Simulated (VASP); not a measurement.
Write the native input for VASP 6.6.1 that does the following.

```
Task                   : relaxation of cell and atoms
Functional             : PBE
Potentials or basis    : VASP PAW PBE potentials, release 64 (Ru_pv)
Cutoff                 : 600 eV
k mesh                 : 22 × 22 × 22
Occupations            : fermi-dirac, width 0.1 eV
Spin                   : no spin polarisation
Target pressure        : 40 GPa
Dipole correction      : no
Further INCAR settings : ALGO = Normal; EDIFF = 1e-06; IBRION = 2; EDIFFG = -0.02; NSW = 80; ISIF = 3
```

The structure of Ru lies in POSCAR:

```
Ru
1.0
    1.5050000000      1.5050000000      1.5050000000
   -1.5050000000      1.5050000000      1.5050000000
   -1.5050000000     -1.5050000000      1.5050000000
Ru
1
Direct
    0.0000000000      0.0000000000      0.0000000000
```

The input as run:

INCAR

```
PREC = Accurate ; ENCUT = 600
EDIFF = 1E-6 ; ISMEAR = -1
SIGMA = 0.1 ; LREAL = False
LASPH = True ; NELM = 80
ALGO = Normal ; ISIF = 3
LWAVE = False ; LCHARG = False
GGA = PE ; IBRION = 2
NSW = 80 ; EDIFFG = -0.02
PSTRESS = 400.0
```

KPOINTS

```
regular mesh
0
Gamma
  22 22 22
```

Potentials or basis: VASP PAW PBE potentials, release 64 (Ru_pv).

Command:

```console
$ cat potpaw_PBE.64/Ru_pv/POTCAR > POTCAR
$ mpirun -np 1 vasp_std > vasp.out
```

It gave:

The relaxed volume is 12.77 Å³/atom and the relaxed cell is a = 2.550 Å, b = 2.550 Å, c = 2.550 Å, α = 70.53°, β = 109.47°, γ = 70.53°. The space group after relaxing (to 0.05 Å) is Im-3m (No. 229). The energy change on relaxing (the enthalpy is what falls) is +141.2 meV/atom, the ionic steps are 5 and the pressure after relaxing is 40.0 GPa. The band gap on the k mesh is zero (band 7 reaches 16.27 eV, above the bottom of band 8 at 12.15 eV).

Caveat: the cell is relaxed towards a set pressure, so the enthalpy falls and the energy may rise.

Run time: 91 s on 1 thread of Intel(R) Xeon(R) Platinum 8488C (Sapphire Rapids) (shared host), peak memory 0.2 GiB.
